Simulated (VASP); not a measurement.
# TiH5 (F-43m) in VASP: further runs

TiH5 is run at these levels: PBE; tasks: single point, relaxation of cell and atoms.

Everything below comes from runs of VASP 6.6.1. Logs are shortened: lines on timing, memory, paths and dates and some standing lists are left out, and cuts for length are marked.

### 1 The cell of the first run

The structure is cubic, space group F-43m (No. 216). The conventional cell has a = 4.857 Å, b = 4.857 Å, c = 4.857 Å, α = 90.00°, β = 90.00°, γ = 90.00°. Within 2.7 Å of Ti (site symmetry -43m) lie 16 H at 2.01 to 2.10 Å. Within 2.3 Å of H (site symmetry 3m) lie 9 H at 1.70 to 2.02 Å and 3 Ti at 2.01 Å. H (site symmetry -43m) has 12 H at 2.02 Å and 4 Ti at 2.10 Å within 2.7 Å.

The cell was generated, and may not be a known phase.

### 2 Single point, PBE

File INCAR:

```
SYSTEM = TiH5
PREC = Accurate
ENCUT = 520
EDIFF = 1E-7
ISMEAR = 0
SIGMA = 0.1
LREAL = .FALSE.
LASPH = .TRUE.
NELM = 60
ALGO = Normal
ISIF = 2
LWAVE = .FALSE.
LCHARG = .FALSE.
GGA = PE
NBANDS = 18
```

File KPOINTS:

```
Automatic mesh
0
G
  6 6 6
  0 0 0
```

File POSCAR:

```
TiH5
1.0
    0.0000000000      2.4286042202      2.4286042202
    2.4286042202      0.0000000000      2.4286042202
    2.4286042202      2.4286042202      0.0000000000
Ti H
1 5
Direct
    0.2500000000      0.2500000000      0.2500000000
    0.3709215487      0.8763594838      0.8763594838
    0.8763594838      0.3709215487      0.8763594838
    0.8763594838      0.8763594838      0.3709215487
    0.8763594838      0.8763594838      0.8763594838
    0.5000000000      0.5000000000      0.5000000000
```

Potentials or basis: VASP PAW PBE potentials, release 64 (Ti_sv, H).

Run with:

```
> cat potpaw_PBE.64/Ti_sv/POTCAR potpaw_PBE.64/H/POTCAR > POTCAR
> mpirun -np 1 vasp_std > vasp.out
```

OUTCAR:

```text
SYSTEM = TiH5
   PREC = Accurate
   ENCUT = 520
   EDIFF = 1E-7
   ISMEAR = 0
   LREAL = .FALSE.
   LASPH = .TRUE.
   NELM = 60
   ISIF = 2
   GGA = PE

 ion  position               nearest neighbor table
   1  0.250  0.250  0.250-
   2  0.371  0.876  0.876-
   3  0.876  0.371  0.876-
   4  0.876  0.876  0.371-
   5  0.876  0.876  0.876-
   6  0.500  0.500  0.500-

  LATTYP: Found a face centered cubic cell.
 ALAT       =     4.8572084404

  Lattice vectors:

 A1 = (   0.0000000000,   2.4286042202,   2.4286042202)
 A2 = (   2.4286042202,   0.0000000000,   2.4286042202)
 A3 = (   2.4286042202,   2.4286042202,   0.0000000000)

Analysis of symmetry for initial positions (statically):
=====================================================================
 Subroutine PRICEL returns:
 Original cell was already a primitive cell.

 Routine SETGRP: Setting up the symmetry group for a
 face centered cubic supercell.

 Subroutine GETGRP returns: Found 24 space group operations
 (whereof 24 operations were pure point group operations)
 out of a pool of 48 trial point group operations.

The static configuration has the point symmetry T_d .

Analysis of symmetry for dynamics (positions and initial velocities):
=====================================================================
 Subroutine PRICEL returns:
 Original cell was already a primitive cell.

 Routine SETGRP: Setting up the symmetry group for a
 face centered cubic supercell.

 Subroutine GETGRP returns: Found 24 space group operations
 (whereof 24 operations were pure point group operations)
 out of a pool of 48 trial point group operations.

The dynamic configuration has the point symmetry T_d .

 Subroutine INISYM returns: Found 24 space group operations
 (whereof 24 operations are pure point group operations),
 and found     1 'primitive' translations

----------------------------------------------------------------------------------------

                                     Primitive cell

  volume of cell :      28.6484

  direct lattice vectors                    reciprocal lattice vectors
     0.000000000  2.428604220  2.428604220    -0.205879573  0.205879573  0.205879573
     2.428604220  0.000000000  2.428604220     0.205879573 -0.205879573  0.205879573
     2.428604220  2.428604220  0.000000000     0.205879573  0.205879573 -0.205879573

  length of vectors
     3.434565026  3.434565026  3.434565026     0.356593881  0.356593881  0.356593881

  position of ions in fractional coordinates (direct lattice)
     0.250000000  0.250000000  0.250000000
     0.370921549  0.876359484  0.876359484
     0.876359484  0.370921549  0.876359484
     0.876359484  0.876359484  0.370921549
     0.876359484  0.876359484  0.876359484
     0.500000000  0.500000000  0.500000000

  ion indices of the primitive-cell ions
   primitive index   ion index
                 1           1
                 2           2
                 3           3
                 4           4
                 5           5
                 6           6

----------------------------------------------------------------------------------------

 KPOINTS: Automatic mesh

Automatic generation of k-mesh.
 Grid dimensions read from file:
 generate k-points for:    6    6    6

 Generating k-lattice:

  Cartesian coordinates                     Fractional coordinates (reciprocal lattice)
    -0.034313262  0.034313262  0.034313262     0.166666667  0.000000000  0.000000000
     0.034313262 -0.034313262  0.034313262     0.000000000  0.166666667  0.000000000
     0.034313262  0.034313262 -0.034313262     0.000000000  0.000000000  0.166666667

  Length of vectors
     0.059432313  0.059432313  0.059432313

  Shift w.r.t. Gamma in fractional coordinates (k-lattice)
     0.000000000  0.000000000  0.000000000

 Subroutine IBZKPT returns following result:
 ===========================================

 Found     16 irreducible k-points:

 Following reciprocal coordinates:
            Coordinates               Weight
  0.000000  0.000000  0.000000      1.000000
  0.166667  0.000000  0.000000      8.000000
  0.333333  0.000000  0.000000      8.000000
  0.500000  0.000000  0.000000      4.000000
  0.166667  0.166667  0.000000      6.000000
  0.333333  0.166667  0.000000     24.000000
[... 8 lines left out ...]
 -0.333333  0.333333  0.166667     24.000000
 -0.333333  0.500000  0.166667     12.000000
   k-points           NKPTS =     16   k-points in BZ     NKDIM =     16   number of bands    NBANDS=     18
   number of dos      NEDOS =    301   number of ions     NIONS =      6
   total plane-waves  NPLWV =  21952
   dimension x,y,z NGX =    28 NGY =   28 NGZ =   28
   dimension x,y,z NGXF=    56 NGYF=   56 NGZF=   56
   ions per type =               1   5
   NGX,Y,Z   is equivalent  to a cutoff of  13.55, 13.55, 13.55 a.u.
   NGXF,Y,Z  is equivalent  to a cutoff of  27.11, 27.11, 27.11 a.u.
 SYSTEM =  TiH5
   PREC   = accura    normal or accurate (medium, high low for compatibility)
   ISTART =      0    job   : 0-new  1-cont  2-samecut
   ICHARG =      2    charge: 1-file 2-atom 10-const
   ISPIN  =      1    spin polarized calculation?
   LNONCOLLINEAR =      F non collinear calculations
   LSORBIT =      F    spin-orbit coupling
   LASPH  =      T    aspherical Exc in radial PAW
   ENCUT  =  520.0 eV  38.22 Ry    6.18 a.u.   6.39  6.39  6.39*2*pi/ulx,y,z
   NELM   =     60;   NELMIN=  2; NELMDL= -5     # of ELM steps
   EDIFF  = 0.1E-06   stopping-criterion for ELM
   LREAL  =      F    real-space projection
   EDIFFG = 0.1E-05   stopping-criterion for IOM
   NSW    =      0    number of steps for IOM
   IBRION =     -1    ionic relax: 0-MD 1-quasi-New 2-CG
   NFREE  =      0    steps in history (QN), initial steepest desc. (CG)
   ISIF   =      2    stress and relaxation
   ISYM   =      2    0-nonsym 1-usesym 2-fastsym
   POTIM  = 0.5000    time-step for ionic-motion
   TEBEG  =    0.0;   TEEND  =   0.0 temperature during run
   PSTRESS=    0.0 pullay stress
   NELECT =      17.0000    total number of electrons
   NUPDOWN=      -1.0000    fix difference up-down
   EMIN   =  10.00;   EMAX   =-10.00  energy-range for DOS
   EFERMI =   0.00;   METHOD = LEGACY
   ISMEAR =     0;   SIGMA  =   0.10  broadening in eV -4-tet -1-fermi 0-gaus
   EFERMI_NEDOS =   21; number of points for ismear=-14 and -15
   IALGO  =     38    algorithm
   IMIX   =      4    mixing-type and parameters
     AMIX     =   0.40;   BMIX     =  1.00
     AMIX_MAG =   1.60;   BMIX_MAG =  1.00
  volume/ion in A,a.u.               =       4.77        32.22
  Fermi-wavevector in a.u.,A,eV,Ry     =   1.375702  2.599700 25.749791  1.892556
  Thomas-Fermi vector in A             =   2.501014
   LORBIT       =      0    0 simple, 1 ext, 2 COOP (PROOUT), +10 PAW based schemes
   GGA     = PE    functional components
   LHFCALC =     F    Hartree Fock is set to
   AEXX    =    0.0000 exact exchange contribution
   IVDW    =     0    specifies the selected vdW correction
   LEPSILON=     F    determine dielectric tensor
   LRPA    =     F    only Hartree local field effects (RPA)
 non-spin polarized calculation
 Gauss-broadening in eV      SIGMA  =   0.10
  energy-cutoff  :      520.00
  volume of cell :       28.65
 maximum number of plane-waves:       785
 NGX is ok and might be reduce to    28
   NGX = 13   NGY = 13   NGZ = 13

 number of electron      16.9999997 magnetization

 Free energy of the ion-electron system (eV)
  ---------------------------------------------------
  ext. energy  EPLUGINS =         0.00000000
  ---------------------------------------------------
  free energy    TOTEN  =       -22.77323130 eV

  energy without entropy =      -22.76433891  energy(sigma->0) =      -22.76878510

 E-fermi :   6.8825     XC(G=0): -11.7635

 val. band max:        6.8729927919   @ k =   0.5000   0.0000   0.0000
 cond. band min:       6.9704224440   @ k =  -0.3333   0.5000   0.1667
 fundamental gap:      0.0974296521
 Fermi energy:         6.8824841363

 k-point     1 :       0.0000    0.0000    0.0000
  band No.  band energies     occupation
      1     -50.4890      2.00000
      2     -26.6892      2.00000
      3     -26.6892      2.00000
      4     -26.6892      2.00000
      5      -6.1403      2.00000
      6       5.1240      2.00000
[... 10 lines left out ...]
     17      19.4713      0.00000
     18      19.4713      0.00000

 k-point     2 :       0.1667    0.0000    0.0000
  band No.  band energies     occupation
      1     -50.4843      2.00000
      2     -26.7361      2.00000
      3     -26.6947      2.00000
      4     -26.6947      2.00000
      5      -5.5927      2.00000
      6       3.2874      2.00000
[... 10 lines left out ...]
     17      18.9569      0.00000
     18      20.2307      0.00000

 k-point     3 :       0.3333    0.0000    0.0000
  band No.  band energies     occupation
      1     -50.4749      2.00000
      2     -26.8281      2.00000
      3     -26.7056      2.00000
      4     -26.7056      2.00000
      5      -4.0819      2.00000
      6       0.7556      2.00000
[... 10 lines left out ...]
     17      17.5256      0.00000
     18      23.6574      0.00000

 k-point     4 :       0.5000    0.0000    0.0000
  band No.  band energies     occupation
      1     -50.4702      2.00000
      2     -26.8734      2.00000
      3     -26.7111      2.00000
      4     -26.7111      2.00000
      5      -2.3311      2.00000
      6      -1.3107      2.00000
[... 10 lines left out ...]
     17      17.6358      0.00000
     18      25.4126      0.00000

 k-point     5 :       0.1667    0.1667    0.0000
  band No.  band energies     occupation
      1     -50.4828      2.00000
      2     -26.7346      2.00000
      3     -26.7049      2.00000
      4     -26.7049      2.00000
      5      -5.4156      2.00000
      6       3.2105      2.00000
[... 10 lines left out ...]
     17      18.6584      0.00000
     18      19.5168      0.00000

 k-point     6 :       0.3333    0.1667    0.0000
  band No.  band energies     occupation
      1     -50.4750      2.00000
      2     -26.8014      2.00000
      3     -26.7188      2.00000
      4     -26.7181      2.00000
      5      -4.2416      2.00000
      6       1.5863      2.00000
[... 10 lines left out ...]
     17      18.5126      0.00000
     18      21.3123      0.00000

 k-point     7 :       0.5000    0.1667    0.0000
  band No.  band energies     occupation
      1     -50.4687      2.00000
      2     -26.8536      2.00000
      3     -26.7380      2.00000
      4     -26.7212      2.00000
      5      -2.4193      2.00000
      6      -0.5592      2.00000
[... 10 lines left out ...]
     17      19.9401      0.00000
     18      22.2507      0.00000

 k-point     8 :      -0.3333    0.1667    0.0000
  band No.  band energies     occupation
      1     -50.4703      2.00000
      2     -26.8393      2.00000
      3     -26.7443      2.00000
      4     -26.7112      2.00000
      5      -3.0530      2.00000
      6       0.1848      2.00000
[... 10 lines left out ...]
     17      20.1476      0.00000
     18      22.7599      0.00000
[... 61 lines left out ...]
     17      20.2458      0.00000
     18      23.9425      0.00000

 k-point    12 :      -0.3333    0.3333    0.0000
  band No.  band energies     occupation
      1     -50.4656      2.00000
      2     -26.8138      2.00000
      3     -26.8056      2.00000
      4     -26.7291      2.00000
      5      -1.5973      2.00000
      6      -0.0049      2.00000
[... 10 lines left out ...]
     17      21.4360      0.00000
     18      23.1939      0.00000

 k-point    13 :       0.5000    0.5000    0.0000
  band No.  band energies     occupation
      1     -50.4641      2.00000
      2     -26.8601      2.00000
      3     -26.7517      2.00000
      4     -26.7517      2.00000
      5      -1.1860      2.00000
      6      -0.7418      2.00000
[... 10 lines left out ...]
     17      21.8349      0.00000
     18      23.7782      0.00000

 k-point    14 :       0.5000    0.3333    0.1667
  band No.  band energies     occupation
      1     -50.4687      2.00000
      2     -26.8250      2.00000
      3     -26.7602      2.00000
      4     -26.7267      2.00000
      5      -2.9132      2.00000
      6       0.8405      2.00000
[... 10 lines left out ...]
     17      20.9157      0.00000
     18      22.6187      0.00000

 k-point    15 :      -0.3333    0.3333    0.1667
  band No.  band energies     occupation
      1     -50.4656      2.00000
      2     -26.8298      2.00000
      3     -26.7821      2.00000
      4     -26.7366      2.00000
      5      -1.5103      2.00000
      6      -0.3916      2.00000
[... 10 lines left out ...]
     17      21.3445      0.00000
     18      23.4752      0.00000

 k-point    16 :      -0.3333    0.5000    0.1667
  band No.  band energies     occupation
      1     -50.4641      2.00000
      2     -26.8333      2.00000
      3     -26.7786      2.00000
      4     -26.7534      2.00000
      5      -0.8099      2.00000
      6      -0.6219      2.00000
[... 10 lines left out ...]
     17      20.4569      0.00000
     18      24.8860      0.00000

------------------------ aborting loop because EDIFF is reached ----------------------------------------

  FORCE on cell =-STRESS in cart. coord.  units (eV):
  Direction    XX          YY          ZZ          XY          YZ          ZX
  --------------------------------------------------------------------------------------
  -------------------------------------------------------------------------------------
  Total       -0.0676181     -0.0676181     -0.0676181      0.0000000      0.0000000     -0.0000000
  in kB       -3.7815798     -3.7815798     -3.7815798      0.0000000      0.0000000     -0.0000000
  external PRESSURE =      -3.7815798 kB  Pullay stress =       0.0000000 kB

 VOLUME and BASIS-vectors are now :
 -----------------------------------------------------------------------------
  energy-cutoff  :      520.00
  volume of cell :       28.65
      direct lattice vectors                 reciprocal lattice vectors
     0.000000000  2.428604220  2.428604220    -0.205879573  0.205879573  0.205879573
     2.428604220  0.000000000  2.428604220     0.205879573 -0.205879573  0.205879573
     2.428604220  2.428604220  0.000000000     0.205879573  0.205879573 -0.205879573

 POSITION                                       TOTAL-FORCE (eV/Angst)
 -----------------------------------------------------------------------------------
      1.21430      1.21430      1.21430         0.000000      0.000000     -0.000000
      4.25666      3.02915      3.02915        -0.000385      0.000385      0.000385
      3.02915      4.25666      3.02915         0.000385     -0.000385      0.000385
      3.02915      3.02915      4.25666         0.000385      0.000385     -0.000385
      4.25666      4.25666      4.25666        -0.000385     -0.000385     -0.000385
      2.42860      2.42860      2.42860         0.000000      0.000000     -0.000000
 -----------------------------------------------------------------------------------
    total drift:                               -0.000000     -0.000000     -0.000000

  FREE ENERGIE OF THE ION-ELECTRON SYSTEM (eV)
  ---------------------------------------------------
  free  energy   TOTEN  =       -22.7732312996 eV

  energy  without entropy=      -22.7643389077  energy(sigma->0) =      -22.76878510
```

Run time: 25 s. Hardware: 1 thread of Intel Xeon 8259CL, shared host; peak memory 0.15 GiB.

Results:

- Free energy: -22.7732 eV
- Pressure: -0.4 GPa
- Band gap on the k mesh: zero (an odd number of electrons rules out a gap without spin polarisation)

Caveat: the k points lie up to 0.37 Å⁻¹ apart, too coarse for converged energies and pressures of a metal.

### 3 Single point, PBE

This run uses another cell than the first one, of 9.25 Å³/atom.

File INCAR:

```
ALGO     = Normal         # electronic algorithm
EDIFF    = 1E-6           # SCF threshold, eV
ENCUT    = 520            # plane-wave cutoff, eV
GGA      = PE             # functional
ISIF     = 2              # what is computed and relaxed
ISMEAR   = 0              # smearing method
LASPH    = True           # aspherical terms in the spheres
LCHARG   = False          # write CHGCAR
LREAL    = False          # projectors in reciprocal space
LWAVE    = False          # write WAVECAR
NBANDS   = 18             # bands
NELM     = 60             # most SCF steps
PREC     = Accurate       # precision mode
SIGMA    = 0.1            # smearing width, eV
```

File KPOINTS:

```
k-points
0
Gamma
  6 6 6
```

File POSCAR:

```
TiH5
1.0
    0.0000000000      3.0272514000      3.0272514000
    3.0272514000      0.0000000000      3.0272514000
    3.0272514000      3.0272514000      0.0000000000
Ti H
1 5
Direct
    0.2500000000      0.2500000000      0.2500000000
    0.3727328200      0.8757557300      0.8757557300
    0.8757557300      0.3727328200      0.8757557300
    0.8757557300      0.8757557300      0.3727328200
    0.8757557300      0.8757557300      0.8757557300
    0.5000000000      0.5000000000      0.5000000000
```

Potentials or basis: VASP PAW PBE potentials, release 64 (Ti_sv, H).

Run with:

```
> cat potpaw_PBE.64/Ti_sv/POTCAR potpaw_PBE.64/H/POTCAR > POTCAR
> mpirun -np 1 vasp_std > vasp.out
```

Run time: 33 s. Hardware: 1 thread of Intel Xeon 8259CL, shared host; peak memory 0.17 GiB.

Results (log left out):

| Quantity | Value |
| --- | --- |
| Free energy | -19.0181 eV |
| Pressure | -26.9 GPa |
| Largest force | 0.233 eV/Å |
| Band gap on the k mesh | zero (an odd number of electrons rules out a gap without spin polarisation) |

Forces on the atoms (eV/Å):
```
Ti   0.000  0.000  0.000
H    0.134 -0.134 -0.134
H   -0.134  0.134 -0.134
H   -0.134 -0.134  0.134
H    0.134  0.134  0.134
H    0.000  0.000  0.000
```

Levels at points of the mesh, in eV from the Fermi level:
```csv
k point,band 5,band 6,band 7,band 8,band 9,band 10,band 11,band 12
"(0.00, 0.00, 0.00)",-7.90,-0.73,-0.73,-0.73,-0.06,0.31,0.31,2.06
"(0.50, 0.00, 0.00)",-5.57,-4.76,-1.15,-1.15,0.06,0.58,0.58,1.16
"(0.50, 0.50, 0.00)",-4.63,-4.43,-2.82,-0.38,-0.38,0.56,0.70,0.70
```

Caveat: the cell stands under tension.

(Part 1 of 2 ends here.)

The gap in the log of VASP goes by the Fermi energy; the results here count the filled bands.